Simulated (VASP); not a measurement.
Runs of VASP 6.6.1 on GeMo (CsCl type). The structure is that of space group Pm-3m (No. 221), or close to it. The cells are those of the table. 

```tsv
cell	gap on the mesh (eV)	pressure (GPa)
a = 2.883 Å, 2 atoms	none	75.6
a = 2.999 Å, 2 atoms	none	(b)
a = 2.620 Å, 2 atoms	none	(a)
a = 3.106 Å, 2 atoms	none	0.4
a = 2.758 Å, 2 atoms	none	160.7
```

Alike in all rows: task single point; level r2SCAN; potentials or basis VASP PAW PBE potentials, release 64 (Mo_sv, Ge_d); no spin polarisation; k mesh 14 × 14 × 14; cutoff (eV) 520; smearing fermi-dirac 0.05 eV.

**Question.** Fill in the values left out.

**Answer.** (a) 319.4; (b) 27.8.

Caveats: the PAW data sets were made with another functional, which shifts forces and pressure a little.

A k mesh can miss the band edges, and the runs leave out spin-orbit coupling on Ge, Mo.

A gap of «none» marks levels without a gap at the run's occupations.
